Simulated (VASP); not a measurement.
## ZnS: single point with r2SCAN

ZnS:

```
CELL_PARAMETERS angstrom
4.11126 0.00000 0.00000
-2.05563 3.56046 0.00000
0.00000 0.00000 5.99591
ATOMIC_POSITIONS crystal
Zn 0.33333 0.66667 0.00539
Zn 0.66667 0.33333 0.50539
S 0.33333 0.66667 0.37961
S 0.66667 0.33333 0.87961
```

This cell differs from its parent crystal: strain +0.080 along x and y, -0.040 along z.

* Program: VASP 6.6.1
* Task: single point
* Functional: r2SCAN
* Potentials or basis: VASP PAW PBE potentials, release 64 (Zn, S)
* Cutoff: 520 eV
* k mesh: 6 × 6 × 4
* Occupations: gaussian, width 0.05 eV
* Spin: no spin polarisation

```json
{"Pressure": "-5.3 GPa", "Largest force": "0.684 eV/Å", "Band gap on the k mesh": "2.24 eV"}
```

Forces in eV/Å, atoms in the order of the input:
```
Zn   0.000  0.000 -0.684
Zn   0.000  0.000 -0.684
S    0.000  0.000  0.684
S    0.000  0.000  0.684
```

Stress tensor (GPa, compression positive):
```
-9.76  0.00  0.00
 0.00 -9.76  0.00
 0.00  0.00  3.57
```

Levels at points of the mesh, in eV from the valence-band top:
| k point | band 16 | band 17 | band 18 | band 19 | band 20 | band 21 |
| --- | --- | --- | --- | --- | --- | --- |
| (0.00, 0.00, 0.00) | -0.10 | -0.10 | 0.00 | 2.24 | 2.64 | 6.38 |
| (0.50, 0.00, 0.00) | -2.26 | -1.50 | -0.62 | 3.60 | 4.55 | 5.96 |
| (0.00, 0.00, 0.50) | -0.67 | -0.67 | -0.67 | 3.44 | 3.44 | 6.82 |
| (0.50, 0.00, 0.50) | -1.51 | -1.13 | -1.13 | 4.00 | 4.00 | 6.04 |

It took 70 s on 1 thread of Intel(R) Xeon(R) 6975P-C (Granite Rapids) (shared host), peak memory 0.23 GiB.

Caveat: the cell differs from its parent crystal (strain +0.080 along x and y, -0.040 along z); the cell stands under tension; the PAW data sets were made with another functional, which shifts forces and pressure a little.
